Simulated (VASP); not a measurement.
SnRu:

```
CELL_PARAMETERS angstrom
3.24727 0.00000 0.00000
-1.62364 2.81222 0.00000
0.00000 0.00000 3.93385
ATOMIC_POSITIONS crystal
Sn 0.66667 0.33333 0.50000
Ru 0.33333 0.66667 0.00000
```

* Program: VASP 6.6.1
* Task: relaxation of cell and atoms
* Functional: PBE
* Potentials or basis: VASP PAW PBE potentials, release 64 (Sn_d, Ru_pv)
* Cutoff: 600 eV
* k mesh: 18 × 18 × 14
* Occupations: gaussian, width 0.1 eV
* Spin: no spin polarisation

At the start: pressure 0.8 GPa; volume 17.96 Å³/atom.

How do energy, volume and symmetry change on relaxing?

Over 9 steps the energy falls by 3.3 meV/atom and the volume is 17.94 Å³/atom (-0.1 %); space group P-6m2 (No. 187, to 0.05 Å).

The path:
| step | energy change (eV) | largest force (eV/Å) | pressure (GPa) | volume (Å³) |
| --- | --- | --- | --- | --- |
| 1 | 0.0000 | 0.0000 | 0.84 | 35.92 |
| 2 | -0.0030 | 0.0000 | -1.85 | 36.41 |
| 3 | -0.0036 | 0.0000 | -1.07 | 36.27 |
| 4 | -0.0066 | 0.0000 | -0.15 | 35.92 |
| 5 | -0.0066 | 0.0000 | -0.12 | 35.90 |
| 6 | -0.0066 | 0.0000 | -0.01 | 35.86 |
| 7 | -0.0066 | 0.0000 | -0.09 | 35.89 |
| 8 | -0.0066 | 0.0000 | 0.10 | 35.86 |
| 9 | -0.0066 | 0.0000 | 0.01 | 35.88 |

Final structure:
```
Sn Ru
1.0
     3.21573    0.00000    0.00000
    -1.60786    2.78490    0.00000
     0.00000    0.00000    4.00595
Sn Ru
1 1
Direct
  0.66667 0.33333 0.50000
  0.33333 0.66667 0.00000
```
